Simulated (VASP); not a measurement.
Wanted: the native input for a VASP 6.6.1 run.

```
Task                   : single point
Functional             : PBE
Potentials or basis    : VASP PAW PBE potentials, release 64 (Sn_d, P, W_sv)
Cutoff                 : 520 eV
k mesh                 : 3 × 3 × 3
Occupations            : gaussian, width 0.1 eV
Spin                   : no spin polarisation
Dipole correction      : no
Further INCAR settings : ALGO = Normal; EDIFF = 1e-06; NBANDS = 46
```

The structure of Sn2PW3 lies in POSCAR:

```
Sn2PW3
1.0
    2.5659506009      1.4814522676      6.4426038639
   -2.5659506009      1.4814522676      6.4426038639
    0.0000000000     -2.9629045428      6.4426038621
Sn P W
2 1 3
Direct
    0.7013880549      0.7013880549      0.7013880549
    0.2986119451      0.2986119451      0.2986119451
    0.5000000000      0.5000000000      0.5000000000
    0.0000000000      0.0000000000      0.5000000000
    0.5000000000      0.0000000000      0.0000000000
    0.0000000000      0.5000000000      0.0000000000
```

The cell was generated, and may not be a known phase.

One way to write it, as run:

INCAR

```
SYSTEM = Sn2PW3
PREC = Accurate ; ENCUT = 520
EDIFF = 1E-6 ; ISMEAR = 0
SIGMA = 0.1 ; LREAL = .FALSE.
LASPH = .TRUE. ; NELM = 60
ALGO = Normal ; ISIF = 2
LWAVE = .FALSE. ; LCHARG = .FALSE.
GGA = PE ; NBANDS = 46
```

KPOINTS

```
Automatic mesh
0
G
  3 3 3
  0 0 0
```

Potentials or basis: VASP PAW PBE potentials, release 64 (Sn_d, P, W_sv).

Command:

```console
$ cat potpaw_PBE.64/Sn_d/POTCAR potpaw_PBE.64/P/POTCAR potpaw_PBE.64/W_sv/POTCAR > POTCAR
$ mpirun -np 1 vasp_std > vasp.out
```

Results of the run:

| Property | Result |
| --- | --- |
| Pressure | 0.5 GPa |
| Largest force | 0.025 eV/Å |
| Band gap on the k mesh | zero (an odd number of electrons rules out a gap without spin polarisation) |

Caveat: the k points lie up to 0.48 Å⁻¹ apart, too coarse for converged energies and pressures of a metal; spin-orbit coupling is left out, which moves the levels of the heavy elements.

It took 2.2 min on 1 thread of Intel(R) Xeon(R) 6975P-C (Granite Rapids) (shared host), peak memory 0.36 GiB.
